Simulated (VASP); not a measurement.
A run of VASP 6.6.1 is set up as follows.

The input INCAR:

```
SYSTEM = BaMn2Bi2
PREC     = Accurate       ! precision mode
ENCUT    = 520            ! plane-wave cutoff, eV
EDIFF    = 1E-6           ! SCF threshold, eV
ISMEAR   = -1             ! smearing method
SIGMA    = 0.05           ! smearing width, eV
LREAL    = .False.        ! projectors in reciprocal space
LASPH    = .True.         ! aspherical terms in the spheres
NELM     = 80             ! most SCF steps
ALGO     = Fast           ! electronic algorithm
ISIF     = 2              ! what is computed and relaxed
LWAVE    = .False.        ! write WAVECAR
LCHARG   = .False.        ! write CHGCAR
GGA      = PE             ! functional
NBANDS   = 41             ! bands
```

File KPOINTS:

```
regular mesh
0
Gamma
  8 8 8
  0 0 0
```

The input POSCAR:

```
BaMn2Bi2
1.0
   -2.2462852742      2.2462852742      7.2781801451
    2.2462852742     -2.2462852742      7.2781801451
    2.2462852742      2.2462852742     -7.2781801451
Bi Ba Mn
2 1 2
Direct
    0.6332120000      0.6332120000      0.0000000000
    0.3667880000      0.3667880000      0.0000000000
    0.0000000000      0.0000000000      0.0000000000
    0.7500000000      0.2500000000      0.5000000000
    0.2500000000      0.7500000000      0.5000000000
```

Potentials or basis: VASP PAW PBE potentials, release 64 (Bi_d, Ba_sv, Mn_pv).

Run with:

```console
$ cat potpaw_PBE.64/Bi_d/POTCAR potpaw_PBE.64/Ba_sv/POTCAR potpaw_PBE.64/Mn_pv/POTCAR > POTCAR
$ mpirun -np 1 vasp_std > vasp.out
```

(1) What does it give for the largest force?

(2) What does it give for the pressure?

(3) Predict the band gap on the k mesh.

Answers

(1) 1.431 eV/Å.

(2) -7.7 GPa.

(3) zero (bands 33 and 34 overlap by 0.50 eV).

Caveat: the cell stands under tension; spin-orbit coupling is left out, which moves the levels of the heavy elements; the run has no spin polarisation, though such a crystal can be magnetic; forces of over 1 eV/Å act on the atoms, so gaps and moduli don't describe the material at rest.
